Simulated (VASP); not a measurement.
Sr3Ca:

```
CELL_PARAMETERS angstrom
5.98875 0.00000 0.00000
0.00000 5.98875 0.00000
0.00000 0.00000 5.98875
ATOMIC_POSITIONS crystal
Sr 0.00000 0.50000 0.50000
Sr 0.50000 0.00000 0.50000
Sr 0.50000 0.50000 0.00000
Ca 0.00000 0.00000 0.00000
```

* Program: VASP 6.6.1
* Task: relaxation of volume and atoms at fixed shape
* Functional: LDA
* Potentials or basis: VASP PAW LDA potentials, release 64 (Sr_sv, Ca_sv)
* Cutoff: 600 eV
* k mesh: 4 × 4 × 4
* Occupations: gaussian, width 0.1 eV
* Spin: no spin polarisation

At the start: pressure -1.8 GPa; volume 53.70 Å³/atom.

Q: Where does the relaxation end?

A: Over 4 steps the energy falls by 49.6 meV/atom and the volume is 45.84 Å³/atom (-14.6 %); space group Pm-3m (No. 221, to 0.1 Å) before and after.

Step by step:
```csv
step,energy change (eV),largest force (eV/Å),pressure (GPa),volume (Å³)
1,0.0000,0.0000,-1.79,214.79
2,-0.1576,0.0000,-0.94,196.67
3,-0.1982,0.0000,-0.09,184.56
4,-0.1984,0.0000,0.01,183.36
```

Final structure:
```yaml
crystal:
  lattice:
    - [5.68113, 0.00000, 0.00000]
    - [0.00000, 5.68113, 0.00000]
    - [0.00000, 0.00000, 5.68113]
  atoms:
    - { symbol: Sr, position: [0.00000, 0.50000, 0.50000] }
    - { symbol: Sr, position: [0.50000, 0.00000, 0.50000] }
    - { symbol: Sr, position: [0.50000, 0.50000, 0.00000] }
    - { symbol: Ca, position: [0.00000, 0.00000, 0.00000] }
```
